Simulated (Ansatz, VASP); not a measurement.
## Ta4C3 in VASP and in Ansatz

The input INCAR:

```
ALGO = Normal
EDIFF = 1E-6
ENCUT = 520
GGA = PS
ISIF = 2
ISMEAR = 0
LASPH = True
LCHARG = True
LELF = True
LREAL = False
LVHAR = True
LWAVE = False
NBANDS = 37
NELM = 100
PREC = Accurate
SIGMA = 0.15
```

File KPOINTS:

```
k-points
0
Gamma
  10 10 10
```

File POSCAR:

```
Ta4C3
1.0
    4.7548103822      0.0000000000      0.0000000000
    0.0000000000      4.7548103822      0.0000000000
    0.0000000000      0.0000000000      4.2264981175
Ta C
4 3
Direct
    0.0000000000      0.5000000000      0.5000000000
    0.5000000000      0.0000000000      0.5000000000
    0.5000000000      0.5000000000      0.0000000000
    0.0000000000      0.0000000000      0.0000000000
    0.5000000000      0.0000000000      0.0000000000
    0.0000000000      0.5000000000      0.0000000000
    0.0000000000      0.0000000000      0.5000000000
```

Input for Ansatz:

```yaml
crystal:
  lattice:
    - [4.7548103822, 0.0, 0.0]
    - [0.0, 4.7548103822, 0.0]
    - [0.0, 0.0, 4.2264981175]
  atoms:
    - { symbol: Ta, position: [0.0, 0.5, 0.5] }
    - { symbol: Ta, position: [0.5, 0.0, 0.5] }
    - { symbol: Ta, position: [0.5, 0.5, 0.0] }
    - { symbol: Ta, position: [0.0, 0.0, 0.0] }
    - { symbol: C, position: [0.5, 0.0, 0.0] }
    - { symbol: C, position: [0.0, 0.5, 0.0] }
    - { symbol: C, position: [0.0, 0.0, 0.5] }
basis:
  ecutwfc: 420
kpoints:
  mp_grid: { grid: [10, 10, 10] }
hamiltonian:
  xc: pbesol
scf:
  occupations: { method: gaussian, width: 0.15 }
output:
  forces: true
  stress: true
  eigenvalues: true
```

Change from the starting cell: strain +0.080 along x and y, -0.040 along z, atoms carried along.

Alike in both runs: task single point; functional PBEsol; k mesh 10 × 10 × 10; occupations gaussian, width 0.15 eV; no spin polarisation.

|  | VASP | Ansatz |
| --- | --- | --- |
| version | VASP 6.6.1 | Ansatz 0.2.0 |
| potentials or method | VASP PAW PBE potentials, release 64 (Ta_pv, C), cutoff 520 eV | scalar-relativistic, plane waves, PAW |
| valence electrons in the cell | 56 | 64 |

|  | VASP | Ansatz | Ansatz less VASP |
| --- | --- | --- | --- |
| gap on the k mesh at the Fermi level (eV) | none | none | - |
| pressure (GPa) | -21.4 | -21.8 | -0.41 |
| traceless stress, the component that is largest in VASP (GPa) | 24.89 | 24.68 | -0.205 |

VASP's potentials were made for PBE, not for PBEsol. A gap of «none» marks a metal or a gap that the smearing closes. VASP's potentials hold 56 valence electrons a cell and Ansatz's 64, so a difference there can come from the potentials and not from the codes.

Spin-orbit coupling is off throughout.
